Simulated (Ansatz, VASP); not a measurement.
CdSe in VASP and in Ansatz

```xyz
4
Lattice="4.1015 0.0000 0.0000 -2.0508 3.5520 0.0000 0.0000 0.0000 6.7671" Properties=species:S:1:pos:R:3 pbc="T T T"
Cd    0.0000    2.3680    0.0126
Cd    2.0508    1.1840    3.3961
Se    0.0000    2.3680    2.5318
Se    2.0508    1.1840    5.9154
```

Alike in both runs: task single point; functional PBE; k mesh 9 × 9 × 5; occupations fermi-dirac, width 0.08 eV; no spin polarisation.

|  | VASP | Ansatz |
| --- | --- | --- |
| version | VASP 6.6.1 | Ansatz 0.2.0 |
| potentials or method | VASP PAW PBE potentials, release 64 (Cd, Se), cutoff 520 eV | all-electron LAPW, scalar-relativistic |

|  | VASP | Ansatz | Ansatz less VASP |
| --- | --- | --- | --- |
| pressure (GPa) | 13.6 | 13.0 | -0.54 |

Ansatz ran all-electron here, and VASP with PAW potentials.
